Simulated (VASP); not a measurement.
# Pd2Cl (I4/mmm) in VASP: single point with PBE

Aim: the single point of Pd2Cl with PBE.

Program: VASP 6.6.1. These are calculated values, not measurements. Logs are shortened: lines on timing, memory, paths and dates and some standing lists are left out, and cuts for length are marked.

## Step 1: The cell of the first run

The structure is tetragonal, space group I4/mmm (No. 139). Conventional cell: a = 3.653 Å, b = 3.653 Å, c = 8.281 Å, α = 90.00°, β = 90.00°, γ = 90.00°. Pd (site symmetry 4mm) has 5 Cl at 2.40 to 3.11 Å and 4 Pd at 2.67 Å within 3.2 Å. Cl (site symmetry 4/mmm) has 10 Pd at 2.40 to 3.11 Å within 3.2 Å.

## Step 2: Single point, PBE

Contents of INCAR:

```
ALGO     = Normal         # electronic algorithm
EDIFF    = 1E-6           # SCF threshold, eV
ENCUT    = 520            # plane-wave cutoff, eV
GGA      = PE             # functional
ISIF     = 2              # what is computed and relaxed
ISMEAR   = 0              # smearing method
LASPH    = True           # aspherical terms in the spheres
LCHARG   = True           # write CHGCAR
LELF     = True           # ELF
LREAL    = False          # projectors in reciprocal space
LVHAR    = True         
LWAVE    = False          # write WAVECAR
NBANDS   = 20             # bands
NELM     = 80             # most SCF steps
PREC     = Accurate       # precision mode
SIGMA    = 0.1            # smearing width, eV
```

Contents of KPOINTS:

```
k-points
0
Gamma
  18 18 18
```

Contents of POSCAR:

```
Pd2Cl
1.0
   -1.8263452567      1.8263452567      4.1402777272
    1.8263452567     -1.8263452567      4.1402777272
    1.8263452567      1.8263452567     -4.1402777272
Pd Cl
2 1
Direct
    0.7099211605      0.7099211605      0.0000000000
    0.2900788395      0.2900788395      0.0000000000
    0.0000000000      0.0000000000      0.0000000000
```

Potentials or basis: VASP PAW PBE potentials, release 64 (Pd, Cl).

On the command line:

```
> cat potpaw_PBE.64/Pd/POTCAR potpaw_PBE.64/Cl/POTCAR > POTCAR
> mpirun -np 1 vasp_std > vasp.out
```

OUTCAR:

```text
EDIFF = 1E-6
   ENCUT = 520
   GGA = PE
   ISIF = 2
   ISMEAR = 0
   LASPH = True
   LREAL = False
   NELM = 80
   PREC = Accurate

 ion  position               nearest neighbor table
   1  0.710  0.710  0.000-   3 2.40   2 2.67   2 2.67   2 2.67   2 2.67
   2  0.290  0.290  0.000-   3 2.40   1 2.67   1 2.67   1 2.67   1 2.67
   3  0.000  0.000  0.000-   1 2.40   2 2.40

  LATTYP: Found a body centered tetragonal cell.
 ALAT       =     3.6526905134
 C/A-ratio  =     2.2669742821

  Lattice vectors:

 A1 = (  -1.8263452567,   1.8263452567,   4.1402777272)
 A2 = (   1.8263452567,  -1.8263452567,   4.1402777272)
 A3 = (   1.8263452567,   1.8263452567,  -4.1402777272)

Analysis of symmetry for initial positions (statically):
=====================================================================
 Subroutine PRICEL returns:
 Original cell was already a primitive cell.

 Routine SETGRP: Setting up the symmetry group for a
 body centered tetragonal supercell.

 Subroutine GETGRP returns: Found 16 space group operations
 (whereof 16 operations were pure point group operations)
 out of a pool of 16 trial point group operations.

The static configuration has the point symmetry D_4h.

Analysis of symmetry for dynamics (positions and initial velocities):
=====================================================================
 Subroutine PRICEL returns:
 Original cell was already a primitive cell.

 Routine SETGRP: Setting up the symmetry group for a
 body centered tetragonal supercell.

 Subroutine GETGRP returns: Found 16 space group operations
 (whereof 16 operations were pure point group operations)
 out of a pool of 16 trial point group operations.

The dynamic configuration has the point symmetry D_4h.

 Subroutine INISYM returns: Found 16 space group operations
 (whereof 16 operations are pure point group operations),
 and found     1 'primitive' translations

----------------------------------------------------------------------------------------

                                     Primitive cell

  volume of cell :      55.2402

  direct lattice vectors                    reciprocal lattice vectors
    -1.826345257  1.826345257  4.140277727     0.000000000  0.273770799  0.120764845
     1.826345257 -1.826345257  4.140277727     0.273770799  0.000000000  0.120764845
     1.826345257  1.826345257 -4.140277727     0.273770799  0.273770799  0.000000000

  length of vectors
     4.879853856  4.879853856  4.879853856     0.299223325  0.299223325  0.387170377

  position of ions in fractional coordinates (direct lattice)
     0.709921161  0.709921161  0.000000000
     0.290078839  0.290078839  0.000000000
     0.000000000  0.000000000  0.000000000

  ion indices of the primitive-cell ions
   primitive index   ion index
                 1           1
                 2           2
                 3           3

----------------------------------------------------------------------------------------

 KPOINTS: k-points

Automatic generation of k-mesh.
 Grid dimensions read from file:
 generate k-points for:   18   18   18

 Generating k-lattice:

  Cartesian coordinates                     Fractional coordinates (reciprocal lattice)
     0.000000000  0.015209489  0.006709158     0.055555556  0.000000000  0.000000000
     0.015209489  0.000000000  0.006709158     0.000000000  0.055555556  0.000000000
     0.015209489  0.015209489  0.000000000     0.000000000  0.000000000  0.055555556

  Length of vectors
     0.016623518  0.016623518  0.021509465

  Shift w.r.t. Gamma in fractional coordinates (k-lattice)
     0.000000000  0.000000000  0.000000000

 Subroutine IBZKPT returns following result:
 ===========================================

 Found    480 irreducible k-points:

 Following reciprocal coordinates:
            Coordinates               Weight
  0.000000  0.000000  0.000000      1.000000
  0.055556 -0.000000  0.000000      8.000000
  0.111111 -0.000000  0.000000      8.000000
  0.166667  0.000000  0.000000      8.000000
  0.222222  0.000000  0.000000      8.000000
  0.277778  0.000000  0.000000      8.000000
[... 16 lines left out ...]
 -0.277778  0.055556 -0.000000     16.000000
 -0.222222  0.055556  0.000000     16.000000
 [... further k-points ...]
   k-points           NKPTS =    480   k-points in BZ     NKDIM =    480   number of bands    NBANDS=     20
   number of dos      NEDOS =    301   number of ions     NIONS =      3
   total plane-waves  NPLWV =  46656
   dimension x,y,z NGX =    36 NGY =   36 NGZ =   36
   dimension x,y,z NGXF=    72 NGYF=   72 NGZF=   72
   ions per type =               2   1
   NGX,Y,Z   is equivalent  to a cutoff of  12.26, 12.26, 12.26 a.u.
   NGXF,Y,Z  is equivalent  to a cutoff of  24.53, 24.53, 24.53 a.u.
 SYSTEM =  unknown system
   PREC   = accura    normal or accurate (medium, high low for compatibility)
   ISTART =      0    job   : 0-new  1-cont  2-samecut
   ICHARG =      2    charge: 1-file 2-atom 10-const
   ISPIN  =      1    spin polarized calculation?
   LNONCOLLINEAR =      F non collinear calculations
   LSORBIT =      F    spin-orbit coupling
   LASPH  =      T    aspherical Exc in radial PAW
   ENCUT  =  520.0 eV  38.22 Ry    6.18 a.u.   9.07  9.07  9.07*2*pi/ulx,y,z
   NELM   =     80;   NELMIN=  2; NELMDL= -5     # of ELM steps
   EDIFF  = 0.1E-05   stopping-criterion for ELM
   LREAL  =      F    real-space projection
   EDIFFG = 0.1E-04   stopping-criterion for IOM
   NSW    =      0    number of steps for IOM
   IBRION =     -1    ionic relax: 0-MD 1-quasi-New 2-CG
   NFREE  =      0    steps in history (QN), initial steepest desc. (CG)
   ISIF   =      2    stress and relaxation
   ISYM   =      2    0-nonsym 1-usesym 2-fastsym
   POTIM  = 0.5000    time-step for ionic-motion
   TEBEG  =    0.0;   TEEND  =   0.0 temperature during run
   PSTRESS=    0.0 pullay stress
   NELECT =      27.0000    total number of electrons
   NUPDOWN=      -1.0000    fix difference up-down
   EMIN   =  10.00;   EMAX   =-10.00  energy-range for DOS
   EFERMI =   0.00;   METHOD = LEGACY
   ISMEAR =     0;   SIGMA  =   0.10  broadening in eV -4-tet -1-fermi 0-gaus
   EFERMI_NEDOS =   21; number of points for ismear=-14 and -15
   IALGO  =     38    algorithm
   IMIX   =      4    mixing-type and parameters
     AMIX     =   0.40;   BMIX     =  1.00
     AMIX_MAG =   1.60;   BMIX_MAG =  1.00
  volume/ion in A,a.u.               =      18.41       124.26
  Fermi-wavevector in a.u.,A,eV,Ry     =   1.289568  2.436931 22.626303  1.662986
  Thomas-Fermi vector in A             =   2.421453
   LORBIT       =      0    0 simple, 1 ext, 2 COOP (PROOUT), +10 PAW based schemes
   GGA     = PE    functional components
   LHFCALC =     F    Hartree Fock is set to
   AEXX    =    0.0000 exact exchange contribution
   IVDW    =     0    specifies the selected vdW correction
   LEPSILON=     F    determine dielectric tensor
   LRPA    =     F    only Hartree local field effects (RPA)
 non-spin polarized calculation
 Gauss-broadening in eV      SIGMA  =   0.10
  energy-cutoff  :      520.00
  volume of cell :       55.24
 maximum number of plane-waves:      1516
   NGX = 19   NGY = 19   NGZ = 19

 number of electron      27.0000002 magnetization

 Free energy of the ion-electron system (eV)
  ---------------------------------------------------
  ext. energy  EPLUGINS =         0.00000000
  ---------------------------------------------------
  free energy    TOTEN  =       -11.56689002 eV

  energy without entropy =      -11.55632071  energy(sigma->0) =      -11.56160537

 E-fermi :   6.3515     XC(G=0): -11.1292

 val. band max:        6.3508289237   @ k =   0.4444   0.1667   0.1111
 cond. band min:       6.3521174336   @ k =  -0.3889  -0.4444   0.0556
 fundamental gap:      0.0012885098
 Fermi energy:         6.3515142032

 k-point     1 :       0.0000    0.0000    0.0000
  band No.  band energies     occupation
      1      -9.8779      2.00000
      2       0.3387      2.00000
      3       2.0823      2.00000
      4       2.0823      2.00000
      5       2.4087      2.00000
      6       2.4404      2.00000
[... 12 lines left out ...]
     19      14.0515      0.00000
     20      14.1498      0.00000

 k-point     2 :       0.0556   -0.0000    0.0000
  band No.  band energies     occupation
      1      -9.8696      2.00000
      2       0.3327      2.00000
      3       1.9404      2.00000
      4       2.0596      2.00000
      5       2.4638      2.00000
      6       2.5582      2.00000
[... 12 lines left out ...]
     19      14.1015      0.00000
     20      14.4740      0.00000

 k-point     3 :       0.1111   -0.0000    0.0000
  band No.  band energies     occupation
      1      -9.8457      2.00000
      2       0.3167      2.00000
      3       1.7156      2.00000
      4       2.0166      2.00000
      5       2.5324      2.00000
      6       2.8032      2.00000
[... 12 lines left out ...]
     19      14.2459      0.00000
     20      14.9248      0.00000

 k-point     4 :       0.1667    0.0000    0.0000
  band No.  band energies     occupation
      1      -9.8089      2.00000
      2       0.2954      2.00000
      3       1.4937      2.00000
      4       1.9873      2.00000
      5       2.6407      2.00000
      6       3.0510      2.00000
[... 12 lines left out ...]
     19      14.4617      0.00000
     20      15.2749      0.00000

 k-point     5 :       0.2222    0.0000    0.0000
  band No.  band energies     occupation
      1      -9.7632      2.00000
      2       0.2744      2.00000
      3       1.2901      2.00000
      4       1.9880      2.00000
      5       2.7761      2.00000
      6       3.2750      2.00000
[... 12 lines left out ...]
     19      14.7660      0.00000
     20      15.4917      0.00000

 k-point     6 :       0.2778    0.0000    0.0000
  band No.  band energies     occupation
      1      -9.7141      2.00000
      2       0.2578      2.00000
      3       1.1139      2.00000
      4       2.0231      2.00000
      5       2.9119      2.00000
      6       3.4607      2.00000
[... 12 lines left out ...]
     19      15.2423      0.00000
     20      15.6007      0.00000

 k-point     7 :       0.3333    0.0000    0.0000
  band No.  band energies     occupation
      1      -9.6673      2.00000
      2       0.2469      2.00000
      3       0.9725      2.00000
      4       2.0893      2.00000
      5       3.0045      2.00000
      6       3.6221      2.00000
[... 12 lines left out ...]
     19      15.5825      0.00000
     20      15.6218      0.00000
[... 277 lines left out ...]
 k-point    20 :      -0.4444    0.0556    0.0000
  band No.  band energies     occupation
      1      -9.6004      2.00000
      2       0.2581      2.00000
      3       0.8055      2.00000
      4       2.1960      2.00000
      5       3.0573      2.00000
      6       3.5011      2.00000
[... 12 lines left out ...]
     19      15.3931      0.00000
     20      16.2299      0.00000

 k-point    21 :      -0.3889    0.0556    0.0000
  band No.  band energies     occupation
      1      -9.6274      2.00000
      2       0.2725      2.00000
      3       0.8545      2.00000
      4       2.1161      2.00000
      5       3.0747      2.00000
      6       3.6423      2.00000
[... 12 lines left out ...]
     19      15.3774      0.00000
     20      16.2008      0.00000

 k-point    22 :      -0.3333    0.0556    0.0000
  band No.  band energies     occupation
      1      -9.6669      2.00000
      2       0.2884      2.00000
      3       0.9490      2.00000
      4       2.0337      2.00000
      5       3.0482      2.00000
      6       3.5836      2.00000
[... 12 lines left out ...]
     19      15.2216      0.00000
     20      16.1009      0.00000

 k-point    23 :      -0.2778    0.0556   -0.0000
  band No.  band energies     occupation
      1      -9.7139      2.00000
      2       0.3047      2.00000
      3       1.0891      2.00000
      4       1.9702      2.00000
      5       2.9479      2.00000
      6       3.3750      2.00000
[... 12 lines left out ...]
     19      14.8927      0.00000
     20      15.9728      0.00000

 k-point    24 :      -0.2222    0.0556    0.0000
  band No.  band energies     occupation
      1      -9.7625      2.00000
      2       0.3207      2.00000
      3       1.2684      2.00000
      4       1.9369      2.00000
      5       2.8074      2.00000
      6       3.1373      2.00000
[... 12 lines left out ...]
     19      14.7149      0.00000
     20      15.8183      0.00000

 [... further k-points ...]

------------------------ aborting loop because EDIFF is reached ----------------------------------------

  FORCE on cell =-STRESS in cart. coord.  units (eV):
  Direction    XX          YY          ZZ          XY          YZ          ZX
  --------------------------------------------------------------------------------------
  -------------------------------------------------------------------------------------
  Total       -0.0541515     -0.0541515     -0.0050235      0.0000000     -0.0000000      0.0000000
  in kB       -1.5706009     -1.5706009     -0.1457004      0.0000000     -0.0000000      0.0000000
  external PRESSURE =      -1.0956340 kB  Pullay stress =       0.0000000 kB

 VOLUME and BASIS-vectors are now :
 -----------------------------------------------------------------------------
  energy-cutoff  :      520.00
  volume of cell :       55.24
      direct lattice vectors                 reciprocal lattice vectors
    -1.826345257  1.826345257  4.140277727     0.000000000  0.273770799  0.120764845
     1.826345257 -1.826345257  4.140277727     0.273770799  0.000000000  0.120764845
     1.826345257  1.826345257 -4.140277727     0.273770799  0.273770799  0.000000000

 POSITION                                       TOTAL-FORCE (eV/Angst)
 -----------------------------------------------------------------------------------
      0.00000      0.00000      5.87854         0.000000      0.000000      0.001131
      0.00000      0.00000      2.40201         0.000000      0.000000     -0.001131
      0.00000      0.00000      0.00000        -0.000000     -0.000000      0.000000
 -----------------------------------------------------------------------------------
    total drift:                                0.000000      0.000000     -0.000000

  FREE ENERGIE OF THE ION-ELECTRON SYSTEM (eV)
  ---------------------------------------------------
  free  energy   TOTEN  =       -11.5668900234 eV

  energy  without entropy=      -11.5563207118  energy(sigma->0) =      -11.56160537
```

Run time: 14 min. Hardware: 1 thread of Intel Xeon 8259CL, shared host; peak memory 0.58 GiB.

Results:

```yaml
Free_energy: -11.5669 eV
Pressure: -0.1 GPa
Band_gap_on_the_k_mesh: zero (an odd number of electrons rules out a gap without spin polarisation)
```

Stress tensor (GPa, compression positive):
```
-0.16  0.00  0.00
 0.00 -0.16  0.00
 0.00  0.00 -0.01
```

Levels at points of the mesh, in eV from the Fermi level:
```csv
k point,band 9,band 10,band 11,band 12,band 13,band 14,band 15,band 16,band 17,band 18
"(0.00, 0.00, 0.00)",-1.29,-0.97,-0.55,-0.55,-0.33,0.57,0.60,5.61,7.13,7.13
"(0.50, 0.00, 0.00)",-1.54,-1.26,-1.07,-0.91,-0.68,-0.68,1.41,3.47,7.69,8.51
"(0.50, 0.50, 0.00)",-1.52,-1.48,-1.21,-1.19,-0.60,0.90,2.49,3.03,4.68,7.33
"(0.50, 0.50, 0.50)",-2.13,-2.13,-1.38,-1.38,-0.25,0.57,2.55,3.78,8.34,9.24
```

Caveat: an odd number of electrons without spin polarisation forces a metal; a magnetic or distorted state may lie lower.
